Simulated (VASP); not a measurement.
# Ge (Im-3m) in VASP: notebook

The runs below take Ge through single point, relaxation of cell and atoms, with PBE.

All numbers are computed with VASP 6.6.1; they aren't measurements. Logs are shortened: lines on timing, memory, paths and dates and some standing lists are left out, and cuts for length are marked.

### Step 1. The cell of the first run

It takes space group Im-3m (No. 229, cubic). Conventional cell: a = 3.370 Å, b = 3.370 Å, c = 3.370 Å, α = 90.00°, β = 90.00°, γ = 90.00°. Ge (site symmetry m-3m) has 14 Ge at 2.92 to 3.37 Å within 3.8 Å.

This isn't the form of Ge at room conditions, which is diamond.

### Step 2. Single point, PBE

INCAR reads:

```
SYSTEM = Ge
  PREC = Accurate
  ENCUT = 520
  EDIFF = 1E-6
  ISMEAR = -1
  SIGMA = 0.05
  LREAL = .FALSE.
  LASPH = .TRUE.
  NELM = 80
  ALGO = Normal
  ISIF = 2
  LWAVE = .FALSE.
  LCHARG = .FALSE.
  GGA = PE
  NBANDS = 13
```

KPOINTS reads:

```
regular mesh
0
G
  17 17 17
  0 0 0
```

POSCAR reads:

```
Ge
1.0
   -1.6851459498      1.6851459498      1.6851459498
    1.6851459498     -1.6851459498      1.6851459498
    1.6851459498      1.6851459498     -1.6851459498
Ge
1
Direct
    0.0000000000      0.0000000000      0.0000000000
```

Potentials or basis: VASP PAW PBE potentials, release 64 (Ge_d).

Started as:

```bash
> cat potpaw_PBE.64/Ge_d/POTCAR > POTCAR
> mpirun -np 1 vasp_std > vasp.out
```

OUTCAR:

```text
SYSTEM = Ge
   PREC = Accurate
   ENCUT = 520
   EDIFF = 1E-6
   ISMEAR = -1
   LREAL = .FALSE.
   LASPH = .TRUE.
   NELM = 80
   ISIF = 2
   GGA = PE

 ion  position               nearest neighbor table
   1  0.000  0.000  0.000-

  LATTYP: Found a body centered cubic cell.
 ALAT       =     3.3702918996

  Lattice vectors:

 A1 = (  -1.6851459498,   1.6851459498,   1.6851459498)
 A2 = (   1.6851459498,  -1.6851459498,   1.6851459498)
 A3 = (   1.6851459498,   1.6851459498,  -1.6851459498)

Analysis of symmetry for initial positions (statically):
=====================================================================
 Subroutine PRICEL returns:
 Original cell was already a primitive cell.

 Routine SETGRP: Setting up the symmetry group for a
 body centered cubic supercell.

 Subroutine GETGRP returns: Found 48 space group operations
 (whereof 48 operations were pure point group operations)
 out of a pool of 48 trial point group operations.

The static configuration has the point symmetry O_h .

Analysis of symmetry for dynamics (positions and initial velocities):
=====================================================================
 Subroutine PRICEL returns:
 Original cell was already a primitive cell.

 Routine SETGRP: Setting up the symmetry group for a
 body centered cubic supercell.

 Subroutine GETGRP returns: Found 48 space group operations
 (whereof 48 operations were pure point group operations)
 out of a pool of 48 trial point group operations.

The dynamic configuration has the point symmetry O_h .

 Subroutine INISYM returns: Found 48 space group operations
 (whereof 48 operations are pure point group operations),
 and found     1 'primitive' translations

----------------------------------------------------------------------------------------

                                     Primitive cell

  volume of cell :      19.1413

  direct lattice vectors                    reciprocal lattice vectors
    -1.685145950  1.685145950  1.685145950     0.000000000  0.296710205  0.296710205
     1.685145950 -1.685145950  1.685145950     0.296710205  0.000000000  0.296710205
     1.685145950  1.685145950 -1.685145950     0.296710205  0.296710205  0.000000000

  length of vectors
     2.918758403  2.918758403  2.918758403     0.419611596  0.419611596  0.419611596

  position of ions in fractional coordinates (direct lattice)
     0.000000000  0.000000000  0.000000000

  ion indices of the primitive-cell ions
   primitive index   ion index
                 1           1

----------------------------------------------------------------------------------------

 KPOINTS: regular mesh

Automatic generation of k-mesh.
 Grid dimensions read from file:
 generate k-points for:   17   17   17

 Generating k-lattice:

  Cartesian coordinates                     Fractional coordinates (reciprocal lattice)
     0.000000000  0.017453541  0.017453541     0.058823529  0.000000000  0.000000000
     0.017453541  0.000000000  0.017453541     0.000000000  0.058823529  0.000000000
     0.017453541  0.017453541  0.000000000     0.000000000  0.000000000  0.058823529

  Length of vectors
     0.024683035  0.024683035  0.024683035

  Shift w.r.t. Gamma in fractional coordinates (k-lattice)
     0.000000000  0.000000000  0.000000000

 Subroutine IBZKPT returns following result:
 ===========================================

 Found    165 irreducible k-points:

 Following reciprocal coordinates:
            Coordinates               Weight
  0.000000  0.000000  0.000000      1.000000
  0.058824  0.000000  0.000000     12.000000
  0.117647  0.000000  0.000000     12.000000
  0.176471  0.000000  0.000000     12.000000
  0.235294  0.000000  0.000000     12.000000
  0.294118  0.000000  0.000000     12.000000
[... 16 lines left out ...]
  0.411765  0.117647  0.000000     48.000000
  0.176471  0.176471  0.000000     24.000000
 [... further k-points ...]
   k-points           NKPTS =    165   k-points in BZ     NKDIM =    165   number of bands    NBANDS=     13
   number of dos      NEDOS =    301   number of ions     NIONS =      1
   total plane-waves  NPLWV =  13824
   dimension x,y,z NGX =    24 NGY =   24 NGZ =   24
   dimension x,y,z NGXF=    48 NGYF=   48 NGZF=   48
   ions per type =               1
   NGX,Y,Z   is equivalent  to a cutoff of  13.67, 13.67, 13.67 a.u.
   NGXF,Y,Z  is equivalent  to a cutoff of  27.34, 27.34, 27.34 a.u.
 SYSTEM =  Ge
   PREC   = accura    normal or accurate (medium, high low for compatibility)
   ISTART =      0    job   : 0-new  1-cont  2-samecut
   ICHARG =      2    charge: 1-file 2-atom 10-const
   ISPIN  =      1    spin polarized calculation?
   LNONCOLLINEAR =      F non collinear calculations
   LSORBIT =      F    spin-orbit coupling
   LASPH  =      T    aspherical Exc in radial PAW
   ENCUT  =  520.0 eV  38.22 Ry    6.18 a.u.   5.43  5.43  5.43*2*pi/ulx,y,z
   NELM   =     80;   NELMIN=  2; NELMDL= -5     # of ELM steps
   EDIFF  = 0.1E-05   stopping-criterion for ELM
   LREAL  =      F    real-space projection
   EDIFFG = 0.1E-04   stopping-criterion for IOM
   NSW    =      0    number of steps for IOM
   IBRION =     -1    ionic relax: 0-MD 1-quasi-New 2-CG
   NFREE  =      0    steps in history (QN), initial steepest desc. (CG)
   ISIF   =      2    stress and relaxation
   ISYM   =      2    0-nonsym 1-usesym 2-fastsym
   POTIM  = 0.5000    time-step for ionic-motion
   TEBEG  =    0.0;   TEEND  =   0.0 temperature during run
   PSTRESS=    0.0 pullay stress
   NELECT =      14.0000    total number of electrons
   NUPDOWN=      -1.0000    fix difference up-down
   EMIN   =  10.00;   EMAX   =-10.00  energy-range for DOS
   EFERMI =   0.00;   METHOD = LEGACY
   ISMEAR =    -1;   SIGMA  =   0.05  broadening in eV -4-tet -1-fermi 0-gaus
   EFERMI_NEDOS =   21; number of points for ismear=-14 and -15
   IALGO  =     38    algorithm
   IMIX   =      4    mixing-type and parameters
     AMIX     =   0.40;   BMIX     =  1.00
     AMIX_MAG =   1.60;   BMIX_MAG =  1.00
  volume/ion in A,a.u.               =      19.14       129.17
  Fermi-wavevector in a.u.,A,eV,Ry     =   1.475004  2.787354 29.601353  2.175638
  Thomas-Fermi vector in A             =   2.589707
   LORBIT       =      0    0 simple, 1 ext, 2 COOP (PROOUT), +10 PAW based schemes
   GGA     = PE    functional components
   LHFCALC =     F    Hartree Fock is set to
   AEXX    =    0.0000 exact exchange contribution
   IVDW    =     0    specifies the selected vdW correction
   LEPSILON=     F    determine dielectric tensor
   LRPA    =     F    only Hartree local field effects (RPA)
 non-spin polarized calculation
  energy-cutoff  :      520.00
  volume of cell :       19.14
 maximum number of plane-waves:       533
 NGX is ok and might be reduce to    24
   NGX = 11   NGY = 11   NGZ = 11

 number of electron      13.9999997 magnetization

 Free energy of the ion-electron system (eV)
  ---------------------------------------------------
  ext. energy  EPLUGINS =         0.00000000
  ---------------------------------------------------
  free energy    TOTEN  =        -4.18192515 eV

  energy without entropy =       -4.17854942  energy(sigma->0) =       -4.18023729

 E-fermi :   6.6314     XC(G=0): -11.2310

 val. band max:        6.6057467300   @ k =  -0.4118   0.4118   0.4118
 cond. band min:       6.6539393471   @ k =   0.2353   0.2353   0.1765
 fundamental gap:      0.0481926171
 Fermi energy:         6.6313574890

 k-point     1 :       0.0000    0.0000    0.0000
  band No.  band energies     occupation
      1     -18.1317      2.00000
      2     -18.1317      2.00000
      3     -18.1317      2.00000
      4     -18.0492      2.00000
      5     -18.0492      2.00000
      6      -6.4109      2.00000
      7      15.6385      0.00000
      8      15.6385      0.00000
      9      15.6385      0.00000
     10      21.4657      0.00000
     11      21.4657      0.00000
     12      21.4657      0.00000
     13      23.5095      0.00000

 k-point     2 :       0.0588    0.0000    0.0000
  band No.  band energies     occupation
      1     -18.1327      2.00000
      2     -18.1304      2.00000
      3     -18.1273      2.00000
      4     -18.0503      2.00000
      5     -18.0494      2.00000
      6      -6.3206      2.00000
      7      14.9137      0.00000
      8      15.2959      0.00000
      9      15.5505      0.00000
     10      20.7917      0.00000
     11      20.8749      0.00000
     12      21.9769      0.00000
     13      22.6737      0.00000

 k-point     3 :       0.1176    0.0000    0.0000
  band No.  band energies     occupation
      1     -18.1355      2.00000
      2     -18.1268      2.00000
      3     -18.1147      2.00000
      4     -18.0532      2.00000
      5     -18.0497      2.00000
      6      -6.0495      2.00000
      7      13.1930      0.00000
      8      14.5148      0.00000
      9      15.2966      0.00000
     10      19.6547      0.00000
     11      19.7418      0.00000
     12      22.2461      0.00000
     13      22.8956      0.00000
[... 305 lines left out ...]
 k-point    23 :       0.4118    0.1176    0.0000
  band No.  band energies     occupation
      1     -18.1528      2.00000
      2     -18.1181      2.00000
      3     -18.0557      2.00000
      4     -18.0544      2.00000
      5     -18.0081      2.00000
      6      -0.8052      2.00000
      7       1.9407      2.00000
      8       9.0695      0.00000
      9      12.1768      0.00000
     10      16.8929      0.00000
     11      19.2649      0.00000
     12      24.2549      0.00000
     13      26.0022      0.00000

 k-point    24 :       0.1765    0.1765    0.0000
  band No.  band energies     occupation
      1     -18.1406      2.00000
      2     -18.1175      2.00000
      3     -18.0634      2.00000
      4     -18.0558      2.00000
      5     -18.0463      2.00000
      6      -3.9831      2.00000
      7       7.6376      0.00000
      8       9.5497      0.00000
      9      12.9711      0.00000
     10      18.4168      0.00000
     11      19.4729      0.00000
     12      23.0390      0.00000
     13      24.7144      0.00000

 [... further k-points ...]
[... 5 lines left out ...]
  --------------------------------------------------------------------------------------
  -------------------------------------------------------------------------------------
  Total       -0.0107623     -0.0107623     -0.0107623     -0.0000000     -0.0000000     -0.0000000
  in kB       -0.9008297     -0.9008297     -0.9008297     -0.0000000     -0.0000000     -0.0000000
  external PRESSURE =      -0.9008297 kB  Pullay stress =       0.0000000 kB

 VOLUME and BASIS-vectors are now :
 -----------------------------------------------------------------------------
  energy-cutoff  :      520.00
  volume of cell :       19.14
      direct lattice vectors                 reciprocal lattice vectors
    -1.685145950  1.685145950  1.685145950     0.000000000  0.296710205  0.296710205
     1.685145950 -1.685145950  1.685145950     0.296710205  0.000000000  0.296710205
     1.685145950  1.685145950 -1.685145950     0.296710205  0.296710205  0.000000000

 POSITION                                       TOTAL-FORCE (eV/Angst)
 -----------------------------------------------------------------------------------
      0.00000      0.00000      0.00000        -0.000000     -0.000000     -0.000000
 -----------------------------------------------------------------------------------
    total drift:                                0.000000      0.000000     -0.000000

  FREE ENERGIE OF THE ION-ELECTRON SYSTEM (eV)
  ---------------------------------------------------
  free  energy   TOTEN  =        -4.1819251526 eV

  energy  without entropy=       -4.1785494246  energy(sigma->0) =       -4.18023729
```

Run time: 37 s. Hardware: 1 thread of Intel Xeon 8259CL, shared host; peak memory 0.16 GiB.

Results:

- Free energy: -4.1819 eV
- Pressure: -0.1 GPa
- Band gap on the k mesh: zero (bands 7 and 8 overlap by 11.94 eV)

### Step 3. Relaxation of cell and atoms, PBE

This run uses another cell than the first one, of 19.00 Å³/atom.

INCAR reads:

```
SYSTEM = Ge
PREC = Accurate
ENCUT = 600
EDIFF = 1E-7
ISMEAR = -1
SIGMA = 0.05
LREAL = .False.
LASPH = .True.
NELM = 60
ALGO = Normal
ISIF = 3
LWAVE = .False.
LCHARG = .False.
GGA = PE
IBRION = 2
NSW = 60
EDIFFG = -0.005
```

KPOINTS reads:

```
regular mesh
0
Gamma
  17 17 17
  0 0 0
```

POSCAR reads:

```
Ge
1.0
   -1.6809877034      1.6809877034      1.6809877034
    1.6809877034     -1.6809877034      1.6809877034
    1.6809877034      1.6809877034     -1.6809877034
Ge
1
Direct
    0.0000000000      0.0000000000      0.0000000000
```

Potentials or basis: VASP PAW PBE potentials, release 64 (Ge_d).

Started as:

```bash
> cat potpaw_PBE.64/Ge_d/POTCAR > POTCAR
> mpirun -np 1 vasp_std > vasp.out
```

Wall time 62 s (1 thread of Intel Xeon 8259CL, shared host); peak memory 0.17 GiB.

The run converged. Its results:

```
Free energy                           : -4.1820 eV
Relaxed volume                        : 19.18 Å³/atom
Relaxed cell                          : a = 2.921 Å, b = 2.921 Å, c = 2.921 Å, α = 109.47°, β = 109.47°, γ = 109.47°
Space group after relaxing (to 0.1 Å) : Im-3m (No. 229)
Energy gained by relaxing             : 0.3 meV/atom
Ionic steps                           : 2
Pressure after relaxing               : 0.0 GPa
Band gap on the k mesh                : zero (bands 7 and 8 overlap by 11.91 eV)
```

The path:
| step | energy change (eV) | largest force (eV/Å) | pressure (GPa) | volume (Å³) |
| --- | --- | --- | --- | --- |
| 1 | 0.0000 | 0.0000 | 0.55 | 19.00 |
| 2 | -0.0003 | 0.0000 | -0.03 | 19.18 |

Final structure:
```
CELL_PARAMETERS angstrom
-1.68624 1.68624 1.68624
1.68624 -1.68624 1.68624
1.68624 1.68624 -1.68624
ATOMIC_POSITIONS crystal
Ge 0.00000 0.00000 0.00000
```

Levels at points of the mesh, in eV from the Fermi level:
| k point | band 4 | band 5 | band 6 | band 7 | band 8 | band 9 | band 10 | band 11 |
| --- | --- | --- | --- | --- | --- | --- | --- | --- |
| (0.00, 0.00, 0.00) | -24.68 | -24.68 | -13.03 | 8.99 | 8.99 | 8.99 | 14.82 | 14.82 |

(Part 1 of 2 ends here.)
